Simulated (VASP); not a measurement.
# Ag (Pm-3n) in VASP: further runs

The runs below take Ag through single point, with r2SCAN.

Everything below comes from runs of VASP 6.6.1. Logs are shortened: lines on timing, memory, paths and dates and some standing lists are left out, and cuts for length are marked.

**1. The cell of the first run**

The structure is cubic, space group Pm-3n (No. 223). Conventional cell: a = 5.202 Å, b = 5.202 Å, c = 5.202 Å, α = 90.00°, β = 90.00°, γ = 90.00°. Within 3.8 Å of Ag (site symmetry m-3) lie 12 Ag at 2.91 Å. Within 3.4 Å of Ag (site symmetry -4m2) lie 14 Ag at 2.60 to 3.19 Å.

**2. Single point, r2SCAN**

The input, POSCAR:

```
Ag
1.0
    5.2022289223      0.0000000000      0.0000000000
    0.0000000000      5.2022289223      0.0000000000
    0.0000000000      0.0000000000      5.2022289223
Ag
8
Direct
    0.5000000000      0.5000000000      0.5000000000
    0.0000000000      0.0000000000      0.0000000000
    0.2500000000      0.0000000000      0.5000000000
    0.5000000000      0.2500000000      0.0000000000
    0.5000000000      0.7500000000      0.0000000000
    0.7500000000      0.0000000000      0.5000000000
    0.0000000000      0.5000000000      0.7500000000
    0.0000000000      0.5000000000      0.2500000000
```

The input, INCAR.step1:

```
PREC = Accurate
ENCUT = 520
ISMEAR = 0
SIGMA = 0.1
LREAL = F
LASPH = T
NELM = 100
NBANDS = 54
GGA = PE
ALGO = Normal
EDIFF = 1E-4
LWAVE = T
LCHARG = F
```

The input, INCAR.step2:

```
PREC = Accurate
ENCUT = 520
EDIFF = 1E-6
ISMEAR = 0
SIGMA = 0.1
LREAL = F
LASPH = T
NELM = 100
ALGO = Normal
ISIF = 2
LWAVE = F
LCHARG = F
METAGGA = R2SCAN
LMIXTAU = T
NBANDS = 54
ISTART = 1
```

The input, KPOINTS:

```
regular mesh
0
Gamma
  4 4 4
```

Potentials or basis: VASP PAW PBE potentials, release 64 (Ag).

On the command line:

```bash
$ cat potpaw_PBE.64/Ag/POTCAR > POTCAR
$ cp INCAR.step1 INCAR
$ mpirun -np 1 vasp_std > vasp.out
$ cp INCAR.step2 INCAR
$ mpirun -np 1 vasp_std > vasp.out
```

OUTCAR:

```text
PREC = Accurate
   ENCUT = 520
   EDIFF = 1E-6
   ISMEAR = 0
   LREAL = F
   LASPH = T
   NELM = 100
   ISIF = 2
   METAGGA = R2SCAN
   ISTART = 1

 ion  position               nearest neighbor table
   1  0.500  0.500  0.500-   3 2.91   4 2.91   5 2.91   6 2.91   7 2.91   8 2.91   4 2.91   5 2.91
                             3 2.91   6 2.91   7 2.91   8 2.91
   2  0.000  0.000  0.000-   3 2.91   4 2.91   5 2.91   6 2.91   7 2.91   8 2.91   3 2.91   6 2.91
                             7 2.91   8 2.91   4 2.91   5 2.91
   3  0.250  0.000  0.500-   6 2.60   6 2.60   1 2.91   2 2.91   1 2.91   2 2.91   8 3.19   5 3.19
                             4 3.19   5 3.19   4 3.19   7 3.19   8 3.19   7 3.19
   4  0.500  0.250  0.000-   5 2.60   5 2.60   1 2.91   1 2.91   2 2.91   2 2.91   8 3.19   3 3.19
                             3 3.19   6 3.19   6 3.19   7 3.19   7 3.19   8 3.19
   5  0.500  0.750  0.000-   4 2.60   4 2.60   1 2.91   1 2.91   2 2.91   2 2.91   8 3.19   3 3.19
                             3 3.19   6 3.19   6 3.19   7 3.19   7 3.19   8 3.19
   6  0.750  0.000  0.500-   3 2.60   3 2.60   1 2.91   2 2.91   1 2.91   2 2.91   8 3.19   4 3.19
                             4 3.19   5 3.19   5 3.19   7 3.19   8 3.19   7 3.19
   7  0.000  0.500  0.750-   8 2.60   8 2.60   1 2.91   2 2.91   2 2.91   1 2.91   3 3.19   4 3.19
                             5 3.19   3 3.19   6 3.19   6 3.19   4 3.19   5 3.19
   8  0.000  0.500  0.250-   7 2.60   7 2.60   1 2.91   2 2.91   2 2.91   1 2.91   3 3.19   4 3.19
                             5 3.19   3 3.19   6 3.19   6 3.19   4 3.19   5 3.19

  LATTYP: Found a simple cubic cell.
 ALAT       =     5.2022289223

  Lattice vectors:

 A1 = (   5.2022289223,   0.0000000000,   0.0000000000)
 A2 = (   0.0000000000,   5.2022289223,   0.0000000000)
 A3 = (   0.0000000000,   0.0000000000,   5.2022289223)

Analysis of symmetry for initial positions (statically):
=====================================================================
 Subroutine PRICEL returns:
 Original cell was already a primitive cell.

 Routine SETGRP: Setting up the symmetry group for a
 simple cubic supercell.

 Subroutine GETGRP returns: Found 48 space group operations
 (whereof 24 operations were pure point group operations)
 out of a pool of 48 trial point group operations.

The static configuration has the point symmetry T_h .
 The point group associated with its full space group is O_h .

Analysis of symmetry for dynamics (positions and initial velocities):
=====================================================================
 Subroutine PRICEL returns:
 Original cell was already a primitive cell.

 Routine SETGRP: Setting up the symmetry group for a
 simple cubic supercell.

[... 111 lines left out ...]
   TEBEG  =    0.0;   TEEND  =   0.0 temperature during run
   PSTRESS=    0.0 pullay stress
   NELECT =      88.0000    total number of electrons
   NUPDOWN=      -1.0000    fix difference up-down
   EMIN   =  10.00;   EMAX   =-10.00  energy-range for DOS
   EFERMI =   0.00;   METHOD = LEGACY
   ISMEAR =     0;   SIGMA  =   0.10  broadening in eV -4-tet -1-fermi 0-gaus
   EFERMI_NEDOS =   21; number of points for ismear=-14 and -15
   IALGO  =     38    algorithm
   IMIX   =      4    mixing-type and parameters
     AMIX     =   0.40;   BMIX     =  1.00
     AMIX_MAG =   1.60;   BMIX_MAG =  1.00
  volume/ion in A,a.u.               =      17.60       118.76
  Fermi-wavevector in a.u.,A,eV,Ry     =   1.399736  2.645118 26.657378  1.959262
  Thomas-Fermi vector in A             =   2.522766
   LORBIT       =      0    0 simple, 1 ext, 2 COOP (PROOUT), +10 PAW based schemes
   METAGGA = R2SCAN    functional components
   LHFCALC =     F    Hartree Fock is set to
   AEXX    =    0.0000 exact exchange contribution
   IVDW    =     0    specifies the selected vdW correction
   LEPSILON=     F    determine dielectric tensor
   LRPA    =     F    only Hartree local field effects (RPA)
 non-spin polarized calculation
 Gauss-broadening in eV      SIGMA  =   0.10
  energy-cutoff  :      520.00
  volume of cell :      140.79
 maximum number of plane-waves:      3840
 NGX is ok and might be reduce to    40
   NGX = 19   NGY = 19   NGZ = 19

 number of electron      88.0000063 magnetization

 Free energy of the ion-electron system (eV)
  ---------------------------------------------------
  ext. energy  EPLUGINS =         0.00000000
  ---------------------------------------------------
  free energy    TOTEN  =      -170.25390996 eV

  energy without entropy =     -170.24893324  energy(sigma->0) =     -170.25142160

 E-fermi :   8.1787     XC(G=0): -12.7330

 val. band max:        8.0025779981   @ k =   0.0000   0.0000   0.0000
 cond. band min:       8.2086401722   @ k =   0.5000   0.5000   0.2500
 fundamental gap:      0.2060621741
 Fermi energy:         8.1787176150

 k-point     1 :       0.0000    0.0000    0.0000
  band No.  band energies     occupation
      1       0.2564      2.00000
      2       1.2136      2.00000
      3       1.2136      2.00000
      4       1.7340      2.00000
      5       1.8989      2.00000
      6       1.8989      2.00000
[... 559 lines left out ...]
     53      18.8711      0.00000
     54      18.8711      0.00000

------------------------ aborting loop because EDIFF is reached ----------------------------------------

  FORCE on cell =-STRESS in cart. coord.  units (eV):
  Direction    XX          YY          ZZ          XY          YZ          ZX
  --------------------------------------------------------------------------------------
  -------------------------------------------------------------------------------------
  Total        1.2271736      1.2271736      1.2271736      0.0000000      0.0000000     -0.0000000
  in kB       13.9652341     13.9652341     13.9652341      0.0000000      0.0000000     -0.0000000
  external PRESSURE =      13.9652341 kB  Pullay stress =       0.0000000 kB

 VOLUME and BASIS-vectors are now :
 -----------------------------------------------------------------------------
  energy-cutoff  :      520.00
  volume of cell :      140.79
      direct lattice vectors                 reciprocal lattice vectors
     5.202228922  0.000000000  0.000000000     0.192225297  0.000000000  0.000000000
     0.000000000  5.202228922  0.000000000     0.000000000  0.192225297  0.000000000
     0.000000000  0.000000000  5.202228922     0.000000000  0.000000000  0.192225297

 POSITION                                       TOTAL-FORCE (eV/Angst)
 -----------------------------------------------------------------------------------
      2.60111      2.60111      2.60111        -0.000000     -0.000000      0.000000
      0.00000      0.00000      0.00000        -0.000000     -0.000000      0.000000
      1.30056      0.00000      2.60111        -0.000000      0.000000      0.000000
      2.60111      1.30056      0.00000         0.000000      0.000000     -0.000000
      2.60111      3.90167      0.00000         0.000000     -0.000000      0.000000
      3.90167      0.00000      2.60111         0.000000     -0.000000     -0.000000
      0.00000      2.60111      3.90167        -0.000000     -0.000000      0.000000
      0.00000      2.60111      1.30056        -0.000000     -0.000000     -0.000000
 -----------------------------------------------------------------------------------
    total drift:                               -0.000000     -0.000000      0.000000

  FREE ENERGIE OF THE ION-ELECTRON SYSTEM (eV)
  ---------------------------------------------------
  free  energy   TOTEN  =      -170.2539099553 eV

  energy  without entropy=     -170.2489332440  energy(sigma->0) =     -170.25142160
```

OUTCAR.step1:

```text
PREC = Accurate
   ENCUT = 520
   ISMEAR = 0
   LREAL = F
[... 808 lines left out ...]
      2.60111      3.90167      0.00000         0.000000      0.000000     -0.000000
      3.90167      0.00000      2.60111        -0.000000     -0.000000     -0.000000
      0.00000      2.60111      3.90167        -0.000000      0.000000      0.000000
      0.00000      2.60111      1.30056         0.000000     -0.000000     -0.000000
 -----------------------------------------------------------------------------------
    total drift:                               -0.000000     -0.000000      0.000000

  FREE ENERGIE OF THE ION-ELECTRON SYSTEM (eV)
  ---------------------------------------------------
  free  energy   TOTEN  =       -21.1043666495 eV

  energy  without entropy=      -21.0990300398  energy(sigma->0) =      -21.10169834
```

Run time: 2.1 min. Hardware: 1 thread of AMD EPYC 9R45 (Zen 5), shared host; peak memory 0.24 GiB.

Results:

* Free energy: -170.2539 eV
* Pressure: 1.4 GPa
* Band gap on the k mesh: zero (band 44 reaches 9.12 eV, above the bottom of band 45 at 6.65 eV)

Levels at points of the mesh, in eV from the Fermi level:
```csv
k point,band 40,band 41,band 42,band 43,band 44,band 45,band 46,band 47,band 48,band 49
"(0.00, 0.00, 0.00)",-3.40,-3.40,-0.18,-0.18,-0.18,0.94,0.94,1.05,5.92,5.92
"(0.50, 0.00, 0.00)",-3.42,-3.03,-3.03,0.94,0.94,1.07,1.07,2.87,2.87,2.89
"(0.50, 0.50, 0.00)",-3.20,-3.03,-2.94,-2.77,-2.77,1.39,2.76,2.76,2.97,4.34
"(0.50, 0.50, 0.50)",-3.65,-1.53,-1.53,-1.53,-1.53,-1.53,-1.53,-1.26,-1.26,10.69
```

Caveat: the PAW data sets were made with another functional, which shifts forces and pressure a little.

**3. Single point, r2SCAN**

This run uses another cell than the first one, of 17.85 Å³/atom, 1.014 times its volume.

Changes to POSCAR since step 2:

```diff
@@ -2,5 +2,5 @@
 1.0
-    5.2022289223      0.0000000000      0.0000000000
-    0.0000000000      5.2022289223      0.0000000000
-    0.0000000000      0.0000000000      5.2022289223
+    5.2265013031      0.0000000000      0.0000000000
+    0.0000000000      5.2265013031      0.0000000000
+    0.0000000000      0.0000000000      5.2265013031
 Ag
```

The input, INCAR.step1:

```
SYSTEM = Ag
PREC     = Accurate       ! precision mode
ENCUT    = 520            ! plane-wave cutoff, eV
ISMEAR   = 0              ! smearing method
SIGMA    = 0.1            ! smearing width, eV
LREAL    = .FALSE.        ! projectors in reciprocal space
LASPH    = .TRUE.         ! aspherical terms in the spheres
NELM     = 100            ! most SCF steps
NBANDS   = 54             ! bands
GGA      = PE             ! functional
ALGO     = Normal         ! electronic algorithm
EDIFF    = 1E-4           ! SCF threshold, eV
LWAVE    = .TRUE.         ! write WAVECAR
LCHARG   = .FALSE.        ! write CHGCAR
```

The input, INCAR.step2:

```
SYSTEM = Ag
PREC     = Accurate       ! precision mode
ENCUT    = 520            ! plane-wave cutoff, eV
EDIFF    = 1E-6           ! SCF threshold, eV
ISMEAR   = 0              ! smearing method
SIGMA    = 0.1            ! smearing width, eV
LREAL    = .FALSE.        ! projectors in reciprocal space
LASPH    = .TRUE.         ! aspherical terms in the spheres
NELM     = 100            ! most SCF steps
ALGO     = Normal         ! electronic algorithm
ISIF     = 2              ! what is computed and relaxed
LWAVE    = .FALSE.        ! write WAVECAR
LCHARG   = .FALSE.        ! write CHGCAR
METAGGA  = R2SCAN         ! meta-GGA
LMIXTAU  = .TRUE.       
NBANDS   = 54             ! bands
ISTART   = 1
```

The input, KPOINTS:

```
regular mesh
0
G
  8 8 8
  0 0 0
```

Potentials or basis: VASP PAW PBE potentials, release 64 (Ag).

On the command line:

```bash
$ cat potpaw_PBE.64/Ag/POTCAR > POTCAR
$ cp INCAR.step1 INCAR
$ mpirun -np 1 vasp_std > vasp.out
$ cp INCAR.step2 INCAR
$ mpirun -np 1 vasp_std > vasp.out
```

It took 6.7 min on 1 thread of AMD EPYC 9R45 (Zen 5), shared host; peak memory 0.34 GiB.

The run converged. Its results:

- Free energy: -170.0873 eV
- Pressure: 0.1 GPa
- Band gap on the k mesh: zero (band 44 reaches 8.94 eV, above the bottom of band 45 at 6.47 eV)

Levels at points of the mesh, in eV from the Fermi level:
```csv
k point,band 42,band 43,band 44,band 45,band 46,band 47
"(0.00, 0.00, 0.00)",-0.10,-0.10,-0.10,0.98,0.98,1.08
"(0.50, 0.00, 0.00)",-2.95,1.02,1.02,1.13,1.13,2.90
"(0.50, 0.50, 0.00)",-2.87,-2.69,-2.69,1.47,2.82,2.82
"(0.50, 0.50, 0.50)",-1.44,-1.44,-1.44,-1.44,-1.44,-1.18
```

Caveat: the PAW data sets were made with another functional, which shifts forces and pressure a little.
